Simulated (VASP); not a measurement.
# K2Nb2O (I4/mmm) in VASP: further runs

K2Nb2O is run at these levels: PBE; tasks: single point.

Everything below comes from runs of VASP 6.6.1. Logs are shortened: lines on timing, memory, paths and dates and some standing lists are left out, and cuts for length are marked.

**1. The cell of the first run**

It takes space group I4/mmm (No. 139, tetragonal). The conventional cell has a = 6.179 Å, b = 6.179 Å, c = 6.473 Å, α = 90.00°, β = 90.00°, γ = 90.00°. Within 4.1 Å of K (site symmetry mmm) lie 2 O at 3.09 Å and 2 K at 3.24 Å and 8 Nb at 3.43 to 3.55 Å. Within 2.0 Å of Nb (site symmetry 4mm) lie 1 O at 1.49 Å. O (site symmetry 4/mmm) has 2 Nb at 1.49 Å within 2.0 Å.

**2. Single point, PBE, collinear spin, ferrimagnetic start**

INCAR

```
SYSTEM = K2Nb2O
PREC = Accurate
ENCUT = 520
EDIFF = 1E-7
ISMEAR = 0
SIGMA = 0.1
LREAL = .FALSE.
LASPH = .TRUE.
NELM = 150
ALGO = Normal
ISIF = 2
LWAVE = .FALSE.
LCHARG = .FALSE.
ISPIN = 2
MAGMOM = 0.07 0.07 0.4 0.4 -0.04
LORBIT = 11
LMAXMIX = 4
GGA = PE
NBANDS = 37
```

KPOINTS

```
regular mesh
0
G
  4 4 4
  0 0 0
```

POSCAR

```
K2Nb2O
1.0
   -3.0897296700      3.0897296700      3.2364962200
    3.0897296700     -3.0897296700      3.2364962200
    3.0897296700      3.0897296700     -3.2364962200
K Nb O
2 2 1
Direct
    0.5000000000      0.0000000000      0.5000000000
    0.0000000000      0.5000000000      0.5000000000
    0.2301453200      0.2301453200      0.0000000000
    0.7698546800      0.7698546800      0.0000000000
    0.0000000000      0.0000000000      0.0000000000
```

Potentials or basis: VASP PAW PBE potentials, release 64 (K_sv, Nb_sv, O).

Command:

```sh
> cat potpaw_PBE.64/K_sv/POTCAR potpaw_PBE.64/Nb_sv/POTCAR potpaw_PBE.64/O/POTCAR > POTCAR
> mpirun -np 1 vasp_std > vasp.out
```

OUTCAR:

```text
SYSTEM = K2Nb2O
   PREC = Accurate
   ENCUT = 520
   EDIFF = 1E-7
   ISMEAR = 0
   LREAL = .FALSE.
   LASPH = .TRUE.
   NELM = 150
   ISIF = 2
   ISPIN = 2
   LORBIT = 11
   GGA = PE

 ion  position               nearest neighbor table
   1  0.500  0.000  0.500-   2 3.24   2 3.24
   2  0.000  0.500  0.500-   1 3.24   1 3.24
   3  0.230  0.230  0.000-   5 1.49   4 2.98
   4  0.770  0.770  0.000-   5 1.49   3 2.98
   5  0.000  0.000  0.000-   3 1.49   4 1.49

  LATTYP: Found a body centered tetragonal cell.
 ALAT       =     6.1794593400
 C/A-ratio  =     1.0475014211

  Lattice vectors:

 A1 = (  -3.0897296700,   3.0897296700,   3.2364962200)
 A2 = (   3.0897296700,  -3.0897296700,   3.2364962200)
 A3 = (   3.0897296700,   3.0897296700,  -3.2364962200)

Analysis of symmetry for initial positions (statically):
=====================================================================
 Subroutine PRICEL returns:
 Original cell was already a primitive cell.

 Routine SETGRP: Setting up the symmetry group for a
 body centered tetragonal supercell.

 Subroutine GETGRP returns: Found 16 space group operations
 (whereof 16 operations were pure point group operations)
 out of a pool of 16 trial point group operations.

The static configuration has the point symmetry D_4h.

Analysis of symmetry for dynamics (positions and initial velocities):
=====================================================================
 Subroutine PRICEL returns:
 Original cell was already a primitive cell.

 Routine SETGRP: Setting up the symmetry group for a
 body centered tetragonal supercell.

 Subroutine GETGRP returns: Found 16 space group operations
 (whereof 16 operations were pure point group operations)
 out of a pool of 16 trial point group operations.

The dynamic configuration has the point symmetry D_4h.

Analysis of structural, dynamic, and magnetic symmetry:
=====================================================================
 Subroutine PRICEL returns:
 Original cell was already a primitive cell.

 Routine SETGRP: Setting up the symmetry group for a
 body centered tetragonal supercell.

 Subroutine GETGRP returns: Found 16 space group operations
 (whereof 16 operations were pure point group operations)
 out of a pool of 16 trial point group operations.

The overall configuration has the point symmetry D_4h.

 Subroutine INISYM returns: Found 16 space group operations
 (whereof 16 operations are pure point group operations),
 and found     1 'primitive' translations

[... 119 lines left out ...]
 spin polarized calculation
 Gauss-broadening in eV      SIGMA  =   0.10
  energy-cutoff  :      520.00
  volume of cell :      123.59
 maximum number of plane-waves:      3380
   NGX = 21   NGY = 21   NGZ = 21

 number of electron      49.9999994 magnetization       4.2748849

 Free energy of the ion-electron system (eV)
  ---------------------------------------------------
  ext. energy  EPLUGINS =         0.00000000
  ---------------------------------------------------
  free energy    TOTEN  =       -15.66891602 eV

  energy without entropy =      -15.65059269  energy(sigma->0) =      -15.65975436

 E-fermi :   4.3633     XC(G=0):  -9.2289

 val. band max:        4.3381570228   @ k =   0.5000   0.5000  -0.0000
 cond. band min:       4.3767643863   @ k =   0.0000   0.0000   0.0000
 fundamental gap:      0.0386073635
 Fermi energy:         4.3633340868

 spin component 1

 k-point     1 :       0.0000    0.0000    0.0000
  band No.  band energies     occupation
      1     -51.6398      1.00000
      2     -51.5311      1.00000
      3     -31.3171      1.00000
      4     -29.6099      1.00000
      5     -27.4070      1.00000
      6     -27.4070      1.00000
[... 509 lines left out ...]
     36       8.4493      0.00000
     37       8.5420      0.00000
 Fermi energy:         4.3633340868

 spin component 2

 k-point     1 :       0.0000    0.0000    0.0000
  band No.  band energies     occupation
      1     -50.7481      1.00000
      2     -50.6330      1.00000
      3     -30.7025      1.00000
      4     -28.8615      1.00000
      5     -26.3984      1.00000
      6     -26.2721      1.00000
[... 509 lines left out ...]
     36       9.0689      0.00000
     37       9.0689      0.00000

------------------------ aborting loop because EDIFF is reached ----------------------------------------

  FORCE on cell =-STRESS in cart. coord.  units (eV):
  Direction    XX          YY          ZZ          XY          YZ          ZX
  --------------------------------------------------------------------------------------
  -------------------------------------------------------------------------------------
  Total        3.5275564      3.5275564     85.9661455      0.0000000     -0.0000000      0.0000000
  in kB       45.7307665     45.7307665   1114.4535576      0.0000000     -0.0000000      0.0000000
  external PRESSURE =     401.9716969 kB  Pullay stress =       0.0000000 kB

 VOLUME and BASIS-vectors are now :
 -----------------------------------------------------------------------------
  energy-cutoff  :      520.00
  volume of cell :      123.59
      direct lattice vectors                 reciprocal lattice vectors
    -3.089729670  3.089729670  3.236496220     0.000000000  0.161826455  0.154488053
     3.089729670 -3.089729670  3.236496220     0.161826455  0.000000000  0.154488053
     3.089729670  3.089729670 -3.236496220     0.161826455  0.161826455  0.000000000

 POSITION                                       TOTAL-FORCE (eV/Angst)
 -----------------------------------------------------------------------------------
      0.00000      3.08973      0.00000         0.000000      0.000000     -0.000000
      3.08973      0.00000      0.00000         0.000000      0.000000     -0.000000
      0.00000      0.00000      1.48973        -0.000000     -0.000000     27.806190
      0.00000      0.00000      4.98326         0.000000      0.000000    -27.806190
      0.00000      0.00000      0.00000         0.000000      0.000000     -0.000000
 -----------------------------------------------------------------------------------
    total drift:                               -0.000000     -0.000000      0.000000

  FREE ENERGIE OF THE ION-ELECTRON SYSTEM (eV)
  ---------------------------------------------------
  free  energy   TOTEN  =       -15.6689160225 eV

  energy  without entropy=      -15.6505926876  energy(sigma->0) =      -15.65975436

 total charge

# of ion       s       p       d       tot
------------------------------------------
    1        1.990   5.572   0.066   7.627
    2        1.990   5.572   0.066   7.627
    3        2.258   6.034   3.257  11.548
    4        2.258   6.034   3.257  11.548
    5        1.697   3.870   0.000   5.567
--------------------------------------------------
tot         10.193  27.080   6.644  43.918

 magnetization (x)

# of ion       s       p       d       tot
------------------------------------------
    1        0.000   0.019   0.023   0.042
    2        0.000   0.019   0.023   0.042
    3        0.036   0.016   1.341   1.393
    4        0.036   0.016   1.341   1.393
    5       -0.003  -0.058   0.000  -0.061
--------------------------------------------------
tot          0.068   0.013   2.729   2.810
```

stdout:

```text
POSCAR found type information on POSCAR K NbO
 POSCAR found :  3 types and       5 ions
 scaLAPACK will be used
 LDA part: xc-table for (Slater+PW92), standard interpolation
 POSCAR, INCAR and KPOINTS ok, starting setup
 FFT: planning ... GRIDC
 FFT: planning ... GRID_SOFT
 FFT: planning ... GRID
 WAVECAR not read
 entering main loop
```

Run time: 4.4 min. Hardware: 1 thread of AMD EPYC 7R43 (Zen 3), shared host; peak memory 0.3 GiB.

What came out:

- Free energy: -15.6689 eV
- Pressure: 40.2 GPa
- Largest force: 27.806 eV/Å
- Net moment: 4.27 μB per cell
- Site moments: K +0.04; Nb +1.39; O -0.06 μB
- Valence electrons inside the program's atomic spheres: K 7.63; Nb 11.55; O 5.57

Forces on the atoms (eV/Å):
```
K     0.000   0.000   0.000
K     0.000   0.000   0.000
Nb    0.000   0.000  27.806
Nb    0.000   0.000 -27.806
O     0.000   0.000   0.000
```

Caveat: forces of over 1 eV/Å act on the atoms, so gaps and moduli don't describe the material at rest.

**3. Single point, PBE, collinear spin, ferromagnetic start**

This run uses another cell than the first one, of 31.73 Å³/atom, 1.284 times its volume.

INCAR

```
SYSTEM = K2Nb2O
PREC     = Accurate       ! precision mode
ENCUT    = 520            ! plane-wave cutoff, eV
EDIFF    = 1E-7           ! SCF threshold, eV
ISMEAR   = 0              ! smearing method
SIGMA    = 0.1            ! smearing width, eV
LREAL    = .False.        ! projectors in reciprocal space
LASPH    = .True.         ! aspherical terms in the spheres
NELM     = 150            ! most SCF steps
ALGO     = Normal         ! electronic algorithm
ISIF     = 2              ! what is computed and relaxed
LWAVE    = .False.        ! write WAVECAR
LCHARG   = .False.        ! write CHGCAR
ISPIN    = 2              ! spin polarisation
MAGMOM   = 0.09 0.09 1.23 1.23 0 ! initial moments
LORBIT   = 11             ! projections on sites
LMAXMIX  = 4              ! l up to which the mixer works
GGA      = PE             ! functional
NBANDS   = 37             ! bands
```

KPOINTS

```
regular mesh
0
Gamma
  4 4 4
  0 0 0
```

POSCAR

```
K2Nb2O
1.0
   -3.3704197239      3.3704197239      3.4917297945
    3.3704197239     -3.3704197239      3.4917297945
    3.3704197239      3.3704197239     -3.4917297945
K Nb O
2 2 1
Direct
    0.5000000000      0.0000000000      0.5000000000
    0.0000000000      0.5000000000      0.5000000000
    0.2808221832      0.2808221832      0.0000000000
    0.7191778168      0.7191778168      0.0000000000
    0.0000000000      0.0000000000      0.0000000000
```

Potentials or basis: VASP PAW PBE potentials, release 64 (K_sv, Nb_sv, O).

Command:

```sh
> cat potpaw_PBE.64/K_sv/POTCAR potpaw_PBE.64/Nb_sv/POTCAR potpaw_PBE.64/O/POTCAR > POTCAR
> mpirun -np 1 vasp_std > vasp.out
```

It took 6.3 min on 1 thread of AMD EPYC 7R43 (Zen 3), shared host; peak memory 0.41 GiB.

It converged, with:

- Free energy: -24.4912 eV
- Pressure: -0.1 GPa
- Largest force: 0.015 eV/Å
- Net moment: 7.21 μB per cell
- Site moments: K +0.04; Nb +2.10; O -0.02 μB
- Valence electrons inside the program's atomic spheres: K 7.57; Nb 10.60; O 5.00

Forces on the atoms (eV/Å):
```
K    0.000  0.000  0.000
K    0.000  0.000  0.000
Nb   0.000  0.000 -0.015
Nb   0.000  0.000  0.015
O    0.000  0.000  0.000
```

Stress tensor (GPa, compression positive):
```
-0.02  0.00  0.00
 0.00 -0.02  0.00
 0.00  0.00 -0.14
```

Levels at points of the mesh, in eV from the Fermi level:
Spin up:
```tsv
k point	band 24	band 25	band 26	band 27	band 28	band 29	band 30	band 31	band 32	band 33
(0.00, 0.00, 0.00)	-0.76	-0.69	-0.32	-0.32	0.11	0.24	0.24	0.64	1.49	1.49
(0.50, 0.00, 0.00)	-1.19	-0.88	-0.87	-0.66	-0.62	0.25	1.80	1.83	2.00	2.01
(0.50, 0.50, 0.00)	-1.26	-0.80	-0.64	-0.58	-0.27	0.19	0.30	0.33	0.84	1.94
(0.50, 0.50, 0.50)	-0.72	-0.69	-0.69	-0.54	-0.25	-0.23	0.29	0.29	1.74	1.74
```
Spin down:
| k point | band 18 | band 19 | band 20 | band 21 | band 22 | band 23 | band 24 | band 25 |
| --- | --- | --- | --- | --- | --- | --- | --- | --- |
| (0.00, 0.00, 0.00) | -5.87 | -4.91 | -4.91 | -2.23 | 0.15 | 0.73 | 1.28 | 1.28 |
| (0.50, 0.00, 0.00) | -6.21 | -4.95 | -4.88 | -0.67 | -0.47 | 0.40 | 0.49 | 0.95 |
| (0.50, 0.50, 0.00) | -5.87 | -4.99 | -4.99 | -0.63 | -0.21 | 0.21 | 0.76 | 0.90 |
| (0.50, 0.50, 0.50) | -5.87 | -4.90 | -4.90 | -0.06 | 0.06 | 0.08 | 0.90 | 0.90 |
